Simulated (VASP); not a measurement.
Runs of VASP 6.6.1 on Si4BN3. The structure is that of space group P-43m (No. 215), or close to it. The cells are those of the table. 

```csv
task,spin,cell,k mesh,cutoff (eV),smearing,gap on the mesh (eV),pressure (GPa),largest force (eV/Å)
single point,off,"a = 4.372 Å, 8 atoms",4 × 4 × 4,520,gaussian 0.2 eV,none,-0.6,0.07
relaxation of cell and atoms,off,"relaxed from a = 4.550 Å, 8 atoms",4 × 4 × 4,600,gaussian 0.2 eV,none,0.1,0.07
single point,off,"a = 4.365 Å, 8 atoms",8 × 8 × 8,520,gaussian 0.1 eV,none,-0.1,-
single point,"collinear, ferromagnetic start","a = 4.372 Å, 8 atoms",4 × 4 × 4,520,gaussian 0.1 eV,none,-0.5,(a)
```

Alike in all rows: level PBE; potentials or basis VASP PAW PBE potentials, release 64 (Si, B, N).

**Question.** Fill in the values left out.

**Answer.** (a) 0.02.

Caveats: the relaxation stopped at a loose force limit of 0.08 eV/Å, so its end isn't a converged minimum (some runs).

A gap of «none» marks levels without a gap at the run's occupations.
